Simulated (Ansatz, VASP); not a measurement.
**Two plane-wave programs on CuO**

Contents of INCAR:

```
SYSTEM = CuO
PREC = Accurate
ENCUT = 520
EDIFF = 1E-6
ISMEAR = 0
SIGMA = 0.1
LREAL = .FALSE.
LASPH = .TRUE.
NELM = 100
ALGO = Fast
ISIF = 2
LWAVE = .FALSE.
LCHARG = .TRUE.
LDIPOL = .TRUE.
IDIPOL = 3
DIPOL = 0.5 0.5 0.500
GGA = PE
LELF = .TRUE.
LVHAR = .TRUE.
LVACPOTAV = .TRUE.
NBANDS = 63
```

KPOINTS

```
regular mesh
0
G
  12 12 1
  0 0 0
```

The input POSCAR:

```
CuO
1.0
    2.9486966760      0.0000000000      0.0000000000
    0.0129800027      2.9486681073      0.0000000000
    0.0000000000      0.0000000000     29.1661631374
O Cu
6 6
Direct
    0.5057974905      0.5057743899      0.2571472965
    0.5057982911      0.5058213917      0.3454573705
    0.5058452929      0.5058221923      0.4337674445
    0.5058460934      0.5058691941      0.5220775185
    0.5058930953      0.5058699946      0.6103875925
    0.5058938958      0.5059169965      0.6986976665
    0.0057978908      0.5057978908      0.3013023335
    0.5058217920      0.0058217920      0.3896124075
    0.0058456932      0.5058456932      0.4779224815
    0.5058695944      0.0058695944      0.5662325555
    0.0058934955      0.5058934955      0.6545426295
    0.5059173967      0.0059173967      0.7428527035
```

Input for Ansatz:

```yaml
crystal:
  lattice:
    - [2.948696676, 0.0, 0.0]
    - [0.0129800027, 2.9486681073, 0.0]
    - [0.0, 0.0, 29.1661631374]
  atoms:
    - { symbol: O, position: [0.5057974905, 0.5057743899, 0.2571472965] }
    - { symbol: Cu, position: [0.0057978908, 0.5057978908, 0.3013023335] }
    - { symbol: O, position: [0.5057982911, 0.5058213917, 0.3454573705] }
    - { symbol: Cu, position: [0.505821792, 0.005821792, 0.3896124075] }
    - { symbol: O, position: [0.5058452929, 0.5058221923, 0.4337674445] }
    - { symbol: Cu, position: [0.0058456932, 0.5058456932, 0.4779224815] }
    - { symbol: O, position: [0.5058460934, 0.5058691941, 0.5220775185] }
    - { symbol: Cu, position: [0.5058695944, 0.0058695944, 0.5662325555] }
    - { symbol: O, position: [0.5058930953, 0.5058699946, 0.6103875925] }
    - { symbol: Cu, position: [0.0058934955, 0.5058934955, 0.6545426295] }
    - { symbol: O, position: [0.5058938958, 0.5059169965, 0.6986976665] }
    - { symbol: Cu, position: [0.5059173967, 0.0059173967, 0.7428527035] }
basis:
  ecutwfc: 420
kpoints:
  mp_grid: { grid: [12, 12, 1] }
hamiltonian:
  xc: pbe
scf:
  occupations: { method: gaussian, width: 0.1 }
output:
  forces: true
  stress: true
  eigenvalues: true
  write_density: true
  write_potential: true
  elf: true
  volumetric_format: npy
efield:
  axis: 3
  dipole_correction: true
  ramp_width: 0.04
```

Alike in both runs: task single point; functional PBE; k mesh 12 × 12 × 1; occupations gaussian, width 0.1 eV; no spin polarisation.

|  | VASP | Ansatz |
| --- | --- | --- |
| version | VASP 6.6.1 | Ansatz 0.2.0 |
| potentials or method | VASP PAW PBE potentials, release 64 (O, Cu), cutoff 520 eV | scalar-relativistic, plane waves, PAW |
| valence electrons in the cell | 102 | 150 |

```csv
,VASP,Ansatz,Ansatz less VASP
gap on the k mesh at the Fermi level (eV),none,none,-
rms of the force components (eV/Å),0.491,0.510,+0.0192
"work function, face that differs most (eV)",8.50,8.47,-0.023
```

A gap of «none» marks a metal or a gap that the smearing closes. With one functional, cell and mesh, what is left measures potentials, basis and numerics. VASP's potentials hold 102 valence electrons a cell and Ansatz's 150, so a difference there can come from the potentials and not from the codes. Ansatz's warnings: xc potential rough in thin density.
